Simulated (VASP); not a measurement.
# ZnS (I-4m2) in VASP: further runs, part 2 of 2

VASP 6.6.1.

## (4) Single point, r2SCAN (strain +0.040 along x and y, -0.080 along z)

Contents of POSCAR:

```
ZnS
1.0
    0.0000000000      2.8128360000      2.4882780000
    2.8128360000      0.0000000000      2.4882780000
    2.8128360000      2.8128360000      0.0000000000
Zn S
1 1
Direct
    0.0000000000      0.0000000000      0.0000000000
    0.7500000000      0.7500000000      0.7500000000
```

Contents of INCAR.step1:

```
  PREC = Accurate
  ENCUT = 520
  ISMEAR = 0
  SIGMA = 0.05
  LREAL = F
  LASPH = T
  NELM = 100
  NBANDS = 16
  GGA = PE
  ALGO = Normal
  EDIFF = 1E-4
  LWAVE = T
  LCHARG = F
```

Contents of INCAR.step2:

```
  PREC = Accurate
  ENCUT = 520
  EDIFF = 1E-6
  ISMEAR = 0
  SIGMA = 0.05
  LREAL = F
  LASPH = T
  NELM = 100
  ALGO = Normal
  ISIF = 2
  LWAVE = F
  LCHARG = T
  METAGGA = R2SCAN
  LMIXTAU = T
  LELF = T
  LVHAR = T
  NBANDS = 16
  ISTART = 1
```

Contents of KPOINTS:

```
regular mesh
0
Gamma
  8 8 8
```

Potentials or basis: VASP PAW PBE potentials, release 64 (Zn, S).

Run with:

```console
> cat potpaw_PBE.64/Zn/POTCAR potpaw_PBE.64/S/POTCAR > POTCAR
> cp INCAR.step1 INCAR
> mpirun -np 1 vasp_std > vasp.out
> cp INCAR.step2 INCAR
> mpirun -np 1 vasp_std > vasp.out
```

OUTCAR:

```text
PREC = Accurate
   ENCUT = 520
   EDIFF = 1E-6
   ISMEAR = 0
   LREAL = F
   LASPH = T
   NELM = 100
   ISIF = 2
   METAGGA = R2SCAN
   ISTART = 1

 ion  position               nearest neighbor table
   1  0.000  0.000  0.000-   2 2.35   2 2.35   2 2.35   2 2.35
   2  0.750  0.750  0.750-   1 2.35   1 2.35   1 2.35   1 2.35

  LATTYP: Found a body centered tetragonal cell.
 ALAT       =     3.9779508199
 C/A-ratio  =     1.2510350744

  Lattice vectors:

 A1 = (   0.0000000000,  -2.8128360000,  -2.4882780000)
 A2 = (   0.0000000000,   2.8128360000,  -2.4882780000)
 A3 = (   2.8128360000,   0.0000000000,   2.4882780000)

Analysis of symmetry for initial positions (statically):
=====================================================================
 Subroutine PRICEL returns:
 Original cell was already a primitive cell.

 Routine SETGRP: Setting up the symmetry group for a
 body centered tetragonal supercell.

 Subroutine GETGRP returns: Found  8 space group operations
 (whereof  8 operations were pure point group operations)
[... 157 lines left out ...]
  ---------------------------------------------------
  ext. energy  EPLUGINS =         0.00000000
  ---------------------------------------------------
  free energy    TOTEN  =       -18.82005346 eV

  energy without entropy =      -18.82005346  energy(sigma->0) =      -18.82005346

 E-fermi :   2.2974     XC(G=0): -10.3032

 val. band max:        2.0583383511   @ k =   0.0000   0.0000   0.0000
 cond. band min:       4.4825731374   @ k =   0.0000   0.0000   0.0000
 fundamental gap:      2.4242347862
 Fermi energy:         2.2974282888

 k-point     1 :       0.0000    0.0000    0.0000
  band No.  band energies     occupation
      1     -11.8097      2.00000
      2      -4.6571      2.00000
      3      -4.6569      2.00000
      4      -4.5991      2.00000
      5      -4.1303      2.00000
      6      -4.1021      2.00000
[... 433 lines left out ...]
      3      -4.5117      2.00000
      4      -4.4066      2.00000
      5      -4.1303      2.00000
      6      -4.0753      2.00000
[... 8 lines left out ...]
     15      14.6561      0.00000
     16      16.1662      0.00000

 [... further k-points ...]
[... 5 lines left out ...]
  --------------------------------------------------------------------------------------
  -------------------------------------------------------------------------------------
  Total       -0.5424390     -0.5424390      0.4889411      0.0000000      0.0000000      0.0000000
  in kB      -22.0721070    -22.0721070     19.8952505      0.0000000      0.0000000      0.0000000
  external PRESSURE =      -8.0829879 kB  Pullay stress =       0.0000000 kB

 VOLUME and BASIS-vectors are now :
 -----------------------------------------------------------------------------
  energy-cutoff  :      520.00
  volume of cell :       39.37
      direct lattice vectors                 reciprocal lattice vectors
     0.000000000  2.812836000  2.488278000    -0.177756542  0.177756542  0.200942178
     2.812836000  0.000000000  2.488278000     0.177756542 -0.177756542  0.200942178
     2.812836000  2.812836000  0.000000000     0.177756542  0.177756542 -0.200942178

 POSITION                                       TOTAL-FORCE (eV/Angst)
 -----------------------------------------------------------------------------------
      0.00000      0.00000      0.00000        -0.000000     -0.000000      0.000000
      4.21925      4.21925      3.73242         0.000000      0.000000     -0.000000
 -----------------------------------------------------------------------------------
    total drift:                               -0.000287     -0.000287     -0.000882

  FREE ENERGIE OF THE ION-ELECTRON SYSTEM (eV)
  ---------------------------------------------------
  free  energy   TOTEN  =       -18.8200534595 eV

  energy  without entropy=      -18.8200534595  energy(sigma->0) =      -18.82005346
```

OUTCAR.step1:

```text
PREC = Accurate
   ENCUT = 520
   ISMEAR = 0
   LREAL = F
   LASPH = T
[... 677 lines left out ...]
 -----------------------------------------------------------------------------------
      0.00000      0.00000      0.00000        -0.000000     -0.000000     -0.000000
      4.21925      4.21925      3.73242         0.000000      0.000000      0.000000
 -----------------------------------------------------------------------------------
    total drift:                               -0.000002     -0.000002     -0.000007

  FREE ENERGIE OF THE ION-ELECTRON SYSTEM (eV)
  ---------------------------------------------------
  free  energy   TOTEN  =        -6.8040395571 eV

  energy  without entropy=       -6.8040395571  energy(sigma->0) =       -6.80403956
```

Run time: 4.3 min. Hardware: 1 thread of Intel Xeon 8259CL, shared host; peak memory 0.19 GiB.

Results:

```
Free energy            : -18.8201 eV
Pressure               : -0.8 GPa
Band gap on the k mesh : 2.42 eV
```

Levels at points of the mesh, in eV from the valence-band top:
```
           k point  band 7  band 8  band 9  band 10  band 11  band 12
(0.00, 0.00, 0.00)   -0.35   -0.35    0.00     2.42     6.79     6.80
(0.50, 0.00, 0.00)   -5.54   -1.40   -0.79     3.41     6.69     8.01
(0.50, 0.50, 0.00)   -4.31   -2.89   -2.89     3.18     3.45    12.43
(0.50, 0.00, 0.50)   -5.03   -2.35   -2.08     3.78     4.74    10.95
```

Caveat: the cell differs from its parent crystal (strain +0.040 along x and y, -0.080 along z); the PAW data sets were made with another functional, which shifts forces and pressure a little.

## (5) Single point, r2SCAN (strain +0.040 along x and y, -0.040 along z)

Contents of POSCAR:

```
ZnS
1.0
    0.0000000000      2.8128360000      2.5964640000
    2.8128360000      0.0000000000      2.5964640000
    2.8128360000      2.8128360000      0.0000000000
Zn S
1 1
Direct
    0.0000000000      0.0000000000      0.0000000000
    0.7500000000      0.7500000000      0.7500000000
```

INCAR.step1 is that of step 4.

INCAR.step2: that of step 4 with these lines changed.

```diff
@@ -11,7 +11,5 @@
   LWAVE = F
-  LCHARG = T
+  LCHARG = F
   METAGGA = R2SCAN
   LMIXTAU = T
-  LELF = T
-  LVHAR = T
   NBANDS = 16
```

Contents of KPOINTS:

```
Automatic mesh
0
Gamma
  8 8 8
```

Potentials or basis: VASP PAW PBE potentials, release 64 (Zn, S).

Run with:

```console
> cat potpaw_PBE.64/Zn/POTCAR potpaw_PBE.64/S/POTCAR > POTCAR
> cp INCAR.step1 INCAR
> mpirun -np 1 vasp_std > vasp.out
> cp INCAR.step2 INCAR
> mpirun -np 1 vasp_std > vasp.out
```

OUTCAR:

```text
PREC = Accurate
   ENCUT = 520
   EDIFF = 1E-6
   ISMEAR = 0
   LREAL = F
   LASPH = T
   NELM = 100
   ISIF = 2
   METAGGA = R2SCAN
   ISTART = 1

 ion  position               nearest neighbor table
   1  0.000  0.000  0.000-   2 2.38   2 2.38   2 2.38   2 2.38
   2  0.750  0.750  0.750-   1 2.38   1 2.38   1 2.38   1 2.38

  LATTYP: Found a body centered tetragonal cell.
 ALAT       =     3.9779508199
 C/A-ratio  =     1.3054279037

  Lattice vectors:

 A1 = (   0.0000000000,  -2.8128360000,  -2.5964640000)
 A2 = (   0.0000000000,   2.8128360000,  -2.5964640000)
 A3 = (   2.8128360000,   0.0000000000,   2.5964640000)

Analysis of symmetry for initial positions (statically):
=====================================================================
 Subroutine PRICEL returns:
 Original cell was already a primitive cell.

 Routine SETGRP: Setting up the symmetry group for a
 body centered tetragonal supercell.

 Subroutine GETGRP returns: Found  8 space group operations
 (whereof  8 operations were pure point group operations)
[... 157 lines left out ...]
  ---------------------------------------------------
  ext. energy  EPLUGINS =         0.00000000
  ---------------------------------------------------
  free energy    TOTEN  =       -18.82196616 eV

  energy without entropy =      -18.82196616  energy(sigma->0) =      -18.82196616

 E-fermi :   1.8091     XC(G=0): -10.0843

 val. band max:        1.6100753870   @ k =   0.0000   0.0000   0.0000
 cond. band min:       3.9219638253   @ k =   0.0000   0.0000   0.0000
 fundamental gap:      2.3118884383
 Fermi energy:         1.8090950136

 k-point     1 :       0.0000    0.0000    0.0000
  band No.  band energies     occupation
      1     -11.9193      2.00000
      2      -4.8946      2.00000
      3      -4.8944      2.00000
      4      -4.8554      2.00000
      5      -4.4042      2.00000
      6      -4.3900      2.00000
[... 433 lines left out ...]
      3      -4.7497      2.00000
      4      -4.6627      2.00000
      5      -4.4058      2.00000
      6      -4.3642      2.00000
[... 8 lines left out ...]
     15      14.3540      0.00000
     16      15.3485      0.00000

 [... further k-points ...]
[... 5 lines left out ...]
  --------------------------------------------------------------------------------------
  -------------------------------------------------------------------------------------
  Total       -1.1792319     -1.1792319     -0.3843888      0.0000000      0.0000000      0.0000000
  in kB      -45.9842047    -45.9842047    -14.9892596      0.0000000      0.0000000      0.0000000
  external PRESSURE =     -35.6525563 kB  Pullay stress =       0.0000000 kB

 VOLUME and BASIS-vectors are now :
 -----------------------------------------------------------------------------
  energy-cutoff  :      520.00
  volume of cell :       41.09
      direct lattice vectors                 reciprocal lattice vectors
     0.000000000  2.812836000  2.596464000    -0.177756542  0.177756542  0.192569587
     2.812836000  0.000000000  2.596464000     0.177756542 -0.177756542  0.192569587
     2.812836000  2.812836000  0.000000000     0.177756542  0.177756542 -0.192569587

 POSITION                                       TOTAL-FORCE (eV/Angst)
 -----------------------------------------------------------------------------------
      0.00000      0.00000      0.00000         0.000000      0.000000      0.000000
      4.21925      4.21925      3.89470        -0.000000     -0.000000     -0.000000
 -----------------------------------------------------------------------------------
    total drift:                                0.000878      0.000878      0.002106

  FREE ENERGIE OF THE ION-ELECTRON SYSTEM (eV)
  ---------------------------------------------------
  free  energy   TOTEN  =       -18.8219661580 eV

  energy  without entropy=      -18.8219661580  energy(sigma->0) =      -18.82196616
```

It took 4.1 min on 1 thread of Intel Xeon 8259CL, shared host; peak memory 0.19 GiB.

What came out:

| Item | Value |
| --- | --- |
| Free energy | -18.8220 eV |
| Pressure | -3.6 GPa |
| Band gap on the k mesh | 2.31 eV |

Stress tensor (GPa, compression positive):
```
-4.60  0.00  0.00
 0.00 -4.60  0.00
 0.00  0.00 -1.50
```

Levels at points of the mesh, in eV from the valence-band top:
```
           k point  band 5  band 6  band 7  band 8  band 9  band 10  band 11  band 12  band 13  band 14
(0.00, 0.00, 0.00)   -6.01   -6.00   -0.24   -0.24    0.00     2.31     6.81     6.83     6.83    11.46
(0.50, 0.00, 0.00)   -5.96   -5.83   -5.24   -1.18   -0.78     3.49     6.94     7.73     9.14    12.39
(0.50, 0.50, 0.00)   -5.92   -5.73   -4.27   -2.54   -2.54     3.44     3.80    11.87    12.26    12.26
(0.50, 0.00, 0.50)   -5.95   -5.85   -4.74   -2.20   -2.04     3.81     4.62    10.94    11.90    12.44
```

Caveat: the cell differs from its parent crystal (strain +0.040 along x and y, -0.040 along z); the cell stands under tension; the PAW data sets were made with another functional, which shifts forces and pressure a little.

## (6) The runs side by side

| cell | gap on the mesh (eV) | pressure (GPa) |
| --- | --- | --- |
| a = 3.749, b = 3.749, c = 3.825 Å, angles 59.3, 59.3, 61.3°, 2 atoms | 2.76 | 2.5 |
| a = 3.908, b = 3.908, c = 3.672 Å, angles 62.0, 62.0, 56.0°, 2 atoms | 2.45 | -0.8 |
| a = 3.755, b = 3.755, c = 3.978 Å, angles 58.0, 58.0, 64.0°, 2 atoms | 2.42 | -0.8 |
| a = 3.828, b = 3.828, c = 3.978 Å, angles 58.7, 58.7, 62.6°, 2 atoms | 2.31 | -3.6 |

Alike in all rows: task single point; level r2SCAN; potentials or basis VASP PAW PBE potentials, release 64 (Zn, S); no spin polarisation; k mesh 8 × 8 × 8; cutoff (eV) 520; smearing gaussian 0.05 eV.

Caveats: the PAW data sets were made with another functional, which shifts forces and pressure a little; the cell stands under tension (at least some runs).

Total energies depend on the potentials used, so only differences within one code and one set of settings carry meaning.
